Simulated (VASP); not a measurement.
# FeGe (P1) in VASP: notebook

FeGe is run at these levels: r2SCAN; tasks: single point.

All numbers are computed with VASP 6.6.1; they aren't measurements. Logs are shortened: lines on timing, memory, paths and dates and some standing lists are left out, and cuts for length are marked.

### 1 The cell of the first run

The typed cell holds 2 atoms: a = 3.016 Å, b = 3.016 Å, c = 3.016 Å, α = 90.00°, β = 90.00°, γ = 90.00°.

### 2 Single point, r2SCAN, collinear spin, ferromagnetic start

The input, POSCAR:

```
FeGe
1.0
    3.0161694870      0.0000000000      0.0000000000
    0.0000000000      3.0161694870      0.0000000000
    0.0000000000      0.0000000000      3.0161694870
Fe Ge
1 1
Direct
    0.0000000000      0.0000000000      0.0000000000
    0.4633440200      0.4507515000      0.4535288900
```

The input, INCAR.step1:

```
PREC = Accurate
ENCUT = 520
ISMEAR = 0
SIGMA = 0.05
LREAL = False
LASPH = True
NELM = 150
ISPIN = 2
MAGMOM = 4 0
LMAXMIX = 4
NBANDS = 22
GGA = PE
ALGO = Normal
EDIFF = 1E-4
LWAVE = True
LCHARG = False
```

The input, INCAR.step2:

```
PREC = Accurate
ENCUT = 520
EDIFF = 1E-6
ISMEAR = 0
SIGMA = 0.05
LREAL = False
LASPH = True
NELM = 150
ALGO = Normal
ISIF = 2
LWAVE = False
LCHARG = False
ISPIN = 2
MAGMOM = 4 0
LORBIT = 11
LMAXMIX = 4
METAGGA = R2SCAN
LMIXTAU = True
NBANDS = 22
ISTART = 1
```

The input, KPOINTS:

```
regular mesh
0
Gamma
  3 3 3
```

Potentials or basis: VASP PAW PBE potentials, release 64 (Fe, Ge_d).

Command:

```sh
$ cat potpaw_PBE.64/Fe/POTCAR potpaw_PBE.64/Ge_d/POTCAR > POTCAR
$ cp INCAR.step1 INCAR
$ mpirun -np 1 vasp_std > vasp.out
$ cp INCAR.step2 INCAR
$ mpirun -np 1 vasp_std > vasp.out
```

OUTCAR:

```text
PREC = Accurate
   ENCUT = 520
   EDIFF = 1E-6
   ISMEAR = 0
   LREAL = False
   LASPH = True
   NELM = 150
   ISIF = 2
   ISPIN = 2
   LORBIT = 11
   METAGGA = R2SCAN
   ISTART = 1

 ion  position               nearest neighbor table
   1  0.000  0.000  0.000-   2 2.38   2 2.52   2 2.55   2 2.56   2 2.68   2 2.69   2 2.72   2 2.84

   2  0.463  0.451  0.454-   1 2.38   1 2.52   1 2.55   1 2.56   1 2.68   1 2.69   1 2.72   1 2.84

  LATTYP: Found a simple cubic cell.
 ALAT       =     3.0161694870

  Lattice vectors:

 A1 = (   3.0161694870,   0.0000000000,   0.0000000000)
 A2 = (   0.0000000000,   3.0161694870,   0.0000000000)
 A3 = (   0.0000000000,   0.0000000000,   3.0161694870)

Analysis of symmetry for initial positions (statically):
=====================================================================
 Subroutine PRICEL returns:
 Original cell was already a primitive cell.

 Routine SETGRP: Setting up the symmetry group for a
 simple cubic supercell.

 Subroutine GETGRP returns: Found  1 space group operations
 (whereof  1 operations were pure point group operations)
 out of a pool of 48 trial point group operations.

The static configuration has the point symmetry C_1 .

Analysis of symmetry for dynamics (positions and initial velocities):
=====================================================================
 Subroutine PRICEL returns:
 Original cell was already a primitive cell.

 Routine SETGRP: Setting up the symmetry group for a
 simple cubic supercell.

 Subroutine GETGRP returns: Found  1 space group operations
 (whereof  1 operations were pure point group operations)
 out of a pool of 48 trial point group operations.

The dynamic configuration has the point symmetry C_1 .

Analysis of structural, dynamic, and magnetic symmetry:
=====================================================================
 Subroutine PRICEL returns:
 Original cell was already a primitive cell.

 Routine SETGRP: Setting up the symmetry group for a
 simple cubic supercell.

 Subroutine GETGRP returns: Found  1 space group operations
 (whereof  1 operations were pure point group operations)
 out of a pool of 48 trial point group operations.

The overall configuration has the point symmetry C_1 .

 Subroutine INISYM returns: Found  1 space group operations
 (whereof  1 operations are pure point group operations),
 and found     1 'primitive' translations

----------------------------------------------------------------------------------------

                                     Primitive cell

  volume of cell :      27.4389

  direct lattice vectors                    reciprocal lattice vectors
     3.016169487  0.000000000  0.000000000     0.331546355  0.000000000  0.000000000
     0.000000000  3.016169487  0.000000000     0.000000000  0.331546355  0.000000000
     0.000000000  0.000000000  3.016169487     0.000000000  0.000000000  0.331546355

  length of vectors
     3.016169487  3.016169487  3.016169487     0.331546355  0.331546355  0.331546355

  position of ions in fractional coordinates (direct lattice)
     0.000000000  0.000000000  0.000000000
     0.463344020  0.450751500  0.453528890

  ion indices of the primitive-cell ions
   primitive index   ion index
                 1           1
                 2           2

----------------------------------------------------------------------------------------

 KPOINTS: regular mesh

Automatic generation of k-mesh.
 Grid dimensions read from file:
 generate k-points for:    3    3    3

 Generating k-lattice:

  Cartesian coordinates                     Fractional coordinates (reciprocal lattice)
     0.110515452  0.000000000  0.000000000     0.333333333  0.000000000  0.000000000
     0.000000000  0.110515452  0.000000000     0.000000000  0.333333333  0.000000000
     0.000000000  0.000000000  0.110515452     0.000000000  0.000000000  0.333333333

  Length of vectors
     0.110515452  0.110515452  0.110515452

  Shift w.r.t. Gamma in fractional coordinates (k-lattice)
     0.000000000  0.000000000  0.000000000

 Subroutine IBZKPT returns following result:
 ===========================================

 Found     14 irreducible k-points:

 Following reciprocal coordinates:
            Coordinates               Weight
  0.000000  0.000000  0.000000      1.000000
  0.333333  0.000000  0.000000      2.000000
  0.000000  0.333333  0.000000      2.000000
  0.000000  0.000000  0.333333      2.000000
  0.333333  0.333333  0.000000      2.000000
  0.000000  0.333333  0.333333      2.000000
  0.333333  0.000000  0.333333      2.000000
 -0.333333  0.333333  0.000000      2.000000
 -0.333333  0.000000  0.333333      2.000000
  0.000000 -0.333333  0.333333      2.000000
  0.333333  0.333333  0.333333      2.000000
 -0.333333  0.333333  0.333333      2.000000
 -0.333333 -0.333333  0.333333      2.000000
  0.333333 -0.333333  0.333333      2.000000
   k-points           NKPTS =     14   k-points in BZ     NKDIM =     14   number of bands    NBANDS=     22
   number of dos      NEDOS =    301   number of ions     NIONS =      2
   total plane-waves  NPLWV =  13824
   dimension x,y,z NGX =    24 NGY =   24 NGZ =   24
   dimension x,y,z NGXF=    48 NGYF=   48 NGZF=   48
   ions per type =               1   1
   NGX,Y,Z   is equivalent  to a cutoff of  13.23, 13.23, 13.23 a.u.
   NGXF,Y,Z  is equivalent  to a cutoff of  26.46, 26.46, 26.46 a.u.
 SYSTEM =  unknown system
   PREC   = accura    normal or accurate (medium, high low for compatibility)
   ISTART =      1    job   : 0-new  1-cont  2-samecut
   ICHARG =      0    charge: 1-file 2-atom 10-const
   ISPIN  =      2    spin polarized calculation?
   LNONCOLLINEAR =      F non collinear calculations
   LSORBIT =      F    spin-orbit coupling
   LASPH  =      T    aspherical Exc in radial PAW
   ENCUT  =  520.0 eV  38.22 Ry    6.18 a.u.   5.61  5.61  5.61*2*pi/ulx,y,z
   NELM   =    150;   NELMIN=  2; NELMDL=  0     # of ELM steps
   EDIFF  = 0.1E-05   stopping-criterion for ELM
   LREAL  =      F    real-space projection
   EDIFFG = 0.1E-04   stopping-criterion for IOM
   NSW    =      0    number of steps for IOM
   IBRION =     -1    ionic relax: 0-MD 1-quasi-New 2-CG
   NFREE  =      0    steps in history (QN), initial steepest desc. (CG)
   ISIF   =      2    stress and relaxation
   ISYM   =      2    0-nonsym 1-usesym 2-fastsym
   POTIM  = 0.5000    time-step for ionic-motion
   TEBEG  =    0.0;   TEEND  =   0.0 temperature during run
   PSTRESS=    0.0 pullay stress
   NELECT =      22.0000    total number of electrons
   NUPDOWN=      -1.0000    fix difference up-down
   EMIN   =  10.00;   EMAX   =-10.00  energy-range for DOS
   EFERMI =   0.00;   METHOD = LEGACY
   ISMEAR =     0;   SIGMA  =   0.05  broadening in eV -4-tet -1-fermi 0-gaus
   EFERMI_NEDOS =   21; number of points for ismear=-14 and -15
   IALGO  =     38    algorithm
   IMIX   =      4    mixing-type and parameters
     AMIX     =   0.40;   BMIX     =  1.00
     AMIX_MAG =   1.60;   BMIX_MAG =  1.00
  volume/ion in A,a.u.               =      13.72        92.58
  Fermi-wavevector in a.u.,A,eV,Ry     =   1.520874  2.874036 31.471073  2.313059
  Thomas-Fermi vector in A             =   2.629666
   LORBIT       =     11    0 simple, 1 ext, 2 COOP (PROOUT), +10 PAW based schemes
   METAGGA = R2SCAN    functional components
   LHFCALC =     F    Hartree Fock is set to
   AEXX    =    0.0000 exact exchange contribution
   IVDW    =     0    specifies the selected vdW correction
   LEPSILON=     F    determine dielectric tensor
   LRPA    =     F    only Hartree local field effects (RPA)
 spin polarized calculation
 Gauss-broadening in eV      SIGMA  =   0.05
  energy-cutoff  :      520.00
  volume of cell :       27.44
 maximum number of plane-waves:       748
 NGX is ok and might be reduce to    24
   NGX = 11   NGY = 11   NGZ = 11

 number of electron      22.0000004 magnetization       1.9259389

 Free energy of the ion-electron system (eV)
  ---------------------------------------------------
  ext. energy  EPLUGINS =         0.00000000
  ---------------------------------------------------
  free energy    TOTEN  =       -27.45857467 eV

  energy without entropy =      -27.45672234  energy(sigma->0) =      -27.45764851

 E-fermi :   7.2504     XC(G=0): -13.7531

 val. band max:        7.2260060619   @ k =   0.3333   0.3333   0.0000
 cond. band min:       7.4077740552   @ k =   0.0000   0.0000   0.0000
 fundamental gap:      0.1817679934
 Fermi energy:         7.2504419325

 spin component 1

 k-point     1 :       0.0000    0.0000    0.0000
  band No.  band energies     occupation
      1     -17.7615      1.00000
      2     -17.7609      1.00000
      3     -17.6788      1.00000
      4     -17.6706      1.00000
      5     -17.6699      1.00000
      6      -5.9771      1.00000
[... 14 lines left out ...]
     21      29.1314      0.00000
     22      29.1487      0.00000

 k-point     2 :       0.3333    0.0000    0.0000
  band No.  band energies     occupation
      1     -17.7560      1.00000
      2     -17.6978      1.00000
      3     -17.6918      1.00000
      4     -17.6916      1.00000
      5     -17.6697      1.00000
      6      -4.1727      1.00000
[... 14 lines left out ...]
     21      26.9311      0.00000
     22      31.0823      0.00000

 k-point     3 :       0.0000    0.3333    0.0000
  band No.  band energies     occupation
      1     -17.7554      1.00000
      2     -17.6970      1.00000
      3     -17.6926      1.00000
      4     -17.6920      1.00000
      5     -17.6699      1.00000
      6      -4.1755      1.00000
[... 14 lines left out ...]
     21      26.9464      0.00000
     22      31.0844      0.00000
[... 226 lines left out ...]
 k-point    13 :      -0.3333   -0.3333    0.3333
  band No.  band energies     occupation
      1     -17.7252      1.00000
      2     -17.7204      1.00000
      3     -17.7174      1.00000
      4     -17.6495      1.00000
      5     -17.6487      1.00000
      6      -1.1818      1.00000
[... 14 lines left out ...]
     21      31.7377      0.00000
     22      34.7446      0.00000

 k-point    14 :       0.3333   -0.3333    0.3333
  band No.  band energies     occupation
      1     -17.7251      1.00000
      2     -17.7204      1.00000
      3     -17.7175      1.00000
      4     -17.6494      1.00000
      5     -17.6487      1.00000
      6      -1.1821      1.00000
[... 14 lines left out ...]
     21      31.7359      0.00000
     22      34.7428      0.00000
 Fermi energy:         7.2504419325

 spin component 2

 k-point     1 :       0.0000    0.0000    0.0000
  band No.  band energies     occupation
      1     -17.7539      1.00000
      2     -17.7537      1.00000
      3     -17.6621      1.00000
      4     -17.6585      1.00000
      5     -17.6582      1.00000
      6      -6.1061      1.00000
[... 14 lines left out ...]
     21      29.8186      0.00000
     22      29.8213      0.00000

 k-point     2 :       0.3333    0.0000    0.0000
  band No.  band energies     occupation
      1     -17.7480      1.00000
      2     -17.6841      1.00000
      3     -17.6817      1.00000
      4     -17.6808      1.00000
      5     -17.6566      1.00000
      6      -4.2850      1.00000
[... 14 lines left out ...]
     21      27.2968      0.00000
     22      31.2940      0.00000

 k-point     3 :       0.0000    0.3333    0.0000
  band No.  band energies     occupation
      1     -17.7481      1.00000
      2     -17.6842      1.00000
      3     -17.6815      1.00000
      4     -17.6808      1.00000
      5     -17.6569      1.00000
      6      -4.2882      1.00000
[... 14 lines left out ...]
     21      27.3094      0.00000
     22      31.2938      0.00000
[... 226 lines left out ...]
 k-point    13 :      -0.3333   -0.3333    0.3333
  band No.  band energies     occupation
      1     -17.7115      1.00000
      2     -17.7090      1.00000
      3     -17.7075      1.00000
      4     -17.6386      1.00000
      5     -17.6383      1.00000
      6      -1.1594      1.00000
[... 14 lines left out ...]
     21      32.2574      0.00000
     22      34.8508      0.00000

 k-point    14 :       0.3333   -0.3333    0.3333
  band No.  band energies     occupation
      1     -17.7116      1.00000
      2     -17.7090      1.00000
      3     -17.7074      1.00000
      4     -17.6385      1.00000
      5     -17.6384      1.00000
      6      -1.1590      1.00000
[... 14 lines left out ...]
     21      32.2558      0.00000
     22      34.8504      0.00000

------------------------ aborting loop because EDIFF is reached ----------------------------------------

  FORCE on cell =-STRESS in cart. coord.  units (eV):
  Direction    XX          YY          ZZ          XY          YZ          ZX
  --------------------------------------------------------------------------------------
  -------------------------------------------------------------------------------------
  Total       -0.7547553     -0.8512005     -0.8520851      0.4085970      0.5215910      0.3914743
  in kB      -44.0706601    -49.7021534    -49.7538083     23.8582443     30.4560412     22.8584418
  external PRESSURE =     -47.8422073 kB  Pullay stress =       0.0000000 kB

 VOLUME and BASIS-vectors are now :
 -----------------------------------------------------------------------------
  energy-cutoff  :      520.00
  volume of cell :       27.44
      direct lattice vectors                 reciprocal lattice vectors
     3.016169487  0.000000000  0.000000000     0.331546355  0.000000000  0.000000000
     0.000000000  3.016169487  0.000000000     0.000000000  0.331546355  0.000000000
     0.000000000  0.000000000  3.016169487     0.000000000  0.000000000  0.331546355

 POSITION                                       TOTAL-FORCE (eV/Angst)
 -----------------------------------------------------------------------------------
      0.00000      0.00000      0.00000        -0.461058     -0.596115     -0.568631
      1.39752      1.35954      1.36792         0.461058      0.596115      0.568631
 -----------------------------------------------------------------------------------
    total drift:                               -0.005605      0.005659      0.004834

  FREE ENERGIE OF THE ION-ELECTRON SYSTEM (eV)
  ---------------------------------------------------
  free  energy   TOTEN  =       -27.4585746709 eV

  energy  without entropy=      -27.4567223446  energy(sigma->0) =      -27.45764851

 total charge

# of ion       s       p       d       tot
------------------------------------------
    1        0.389   0.409   6.333   7.130
    2        1.139   1.204  10.078  12.421
--------------------------------------------------
tot          1.528   1.613  16.410  19.551

 magnetization (x)

# of ion       s       p       d       tot
------------------------------------------
    1        0.010   0.009   1.951   1.970
    2        0.049  -0.043  -0.011  -0.005
--------------------------------------------------
tot          0.059  -0.034   1.939   1.965
```

It took 35 s on 1 thread of Intel Xeon 6975P-C (Granite Rapids), shared host; peak memory 0.16 GiB.

What came out:

```yaml
Free_energy: -27.4586 eV
Pressure: -4.8 GPa
Largest_force: 0.944 eV/Å
Net_moment: 1.93 μB per cell
Site_moments: Fe +1.97; Ge -0.01 μB
Valence_electrons_inside_the_program's_atomic_spheres: Fe 7.13; Ge 12.42
```

Forces on the atoms (eV/Å):
```
Fe  -0.461 -0.596 -0.569
Ge   0.461  0.596  0.569
```

Caveat: the k points lie up to 0.69 Å⁻¹ apart; the PAW data sets were made with another functional, which shifts forces and pressure a little.

### 3 Single point, r2SCAN, collinear spin, ferromagnetic start

The input, POSCAR:

```
FeGe
1.0
    3.0161728010      0.0000000000      0.0000000000
    0.0000000000      3.0161728010      0.0000000000
    0.0000000000      0.0000000000      3.0161728010
Fe Ge
1 1
Direct
    0.0000000000      0.0000000000      0.0000000000
    0.4633440200      0.4507515000      0.4535288900
```

The input, INCAR.step1:

```
PREC = Accurate ; ENCUT = 520
ISMEAR = 0 ; SIGMA = 0.05
LREAL = False ; LASPH = True
NELM = 150 ; ISPIN = 2
MAGMOM = 2 0 ; LMAXMIX = 4
NBANDS = 22 ; GGA = PE
ALGO = Normal ; EDIFF = 1E-4
LWAVE = True ; LCHARG = False
```

The input, INCAR.step2:

```
PREC = Accurate ; ENCUT = 520
EDIFF = 1E-6 ; ISMEAR = 0
SIGMA = 0.05 ; LREAL = False
LASPH = True ; NELM = 150
ALGO = Normal ; ISIF = 2
LWAVE = False ; LCHARG = False
ISPIN = 2 ; MAGMOM = 2 0
LORBIT = 11 ; LMAXMIX = 4
METAGGA = R2SCAN ; LMIXTAU = True
NBANDS = 22 ; ISTART = 1
```

The input, KPOINTS:

```
Automatic mesh
0
Gamma
  3 3 3
```

Potentials or basis: VASP PAW PBE potentials, release 64 (Fe, Ge_d).

Command:

```sh
$ cat potpaw_PBE.64/Fe/POTCAR potpaw_PBE.64/Ge_d/POTCAR > POTCAR
$ cp INCAR.step1 INCAR
$ mpirun -np 1 vasp_std > vasp.out
$ cp INCAR.step2 INCAR
$ mpirun -np 1 vasp_std > vasp.out
```

Wall time 25 s (1 thread of Intel Xeon 6975P-C (Granite Rapids), shared host); peak memory 0.16 GiB.

The run converged. Its results:

```
Free energy                                           : -27.2540 eV
Pressure                                              : -21.6 GPa
Largest force                                         : 0.406 eV/Å
Band gap on the k mesh                                : 0.63 eV, indirect (least direct gap 0.77 eV)
Net moment                                            : 0.00 μB per cell
Valence electrons inside the program's atomic spheres : Fe 7.20; Ge 12.33
```

Forces on the atoms (eV/Å):
```
Fe  -0.201 -0.254 -0.245
Ge   0.201  0.254  0.245
```

Stress tensor (GPa, compression positive):
```
-21.58   2.73   2.60
  2.73 -21.53   3.38
  2.60   3.38 -21.55
```

Levels at points of the mesh, in eV from the valence-band top:
Spin up:
```
           k point  band 9  band 10  band 11  band 12  band 13  band 14
(0.00, 0.00, 0.00)   -0.17    -0.04    -0.03     3.56     3.60     3.63
```
Spin down:
| k point | band 9 | band 10 | band 11 | band 12 | band 13 | band 14 |
| --- | --- | --- | --- | --- | --- | --- |
| (0.00, 0.00, 0.00) | -0.17 | -0.04 | -0.03 | 3.56 | 3.60 | 3.63 |

Caveat: the k points lie up to 0.69 Å⁻¹ apart; the starting moments collapsed, and a magnetic state may lie lower; the PAW data sets were made with another functional, which shifts forces and pressure a little.
